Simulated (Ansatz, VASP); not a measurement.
# Two plane-wave programs on HgTe

```
CELL_PARAMETERS angstrom
0.00000 3.07712 3.07712
3.07712 0.00000 3.07712
3.07712 3.07712 0.00000
ATOMIC_POSITIONS crystal
Hg 0.02031 0.02031 0.97969
Te 0.50000 0.50000 0.50000
```

Change from the starting cell: all Hg atoms moved +0.125 Å, as atom 1 along Cartesian [0 0 1].

Alike in both runs: task single point; functional PBE; k mesh 14 × 14 × 14; occupations gaussian, width 0.15 eV; no spin polarisation.

```csv
,VASP,Ansatz
version,VASP 6.6.1,Ansatz 0.2.0
potentials or method,"VASP PAW PBE potentials, release 64 (Hg, Te), cutoff 520 eV","scalar-relativistic, plane waves, PAW"
valence electrons in the cell,18,36
```

|  | VASP | Ansatz | Ansatz less VASP |
| --- | --- | --- | --- |
| gap on the k mesh at the Fermi level (eV) | none | none | - |
| pressure (GPa) | 0.1 | 0.0 | -0.10 |
| traceless stress, the component that is largest in VASP (GPa) | 0.54 | 0.53 | -0.008 |
| rms of the force components (eV/Å) | 0.124 | 0.122 | -0.0018 |

Atom by atom the forces differ by 0.002 eV/Å (rms over components). A gap of «none» marks a metal or a gap that the smearing closes. The functional is the same, so the differences come from potentials, cutoffs and numerics. VASP's potentials hold 18 valence electrons a cell and Ansatz's 36, so a difference there can come from the potentials and not from the codes.

Neither program's run includes spin-orbit coupling.
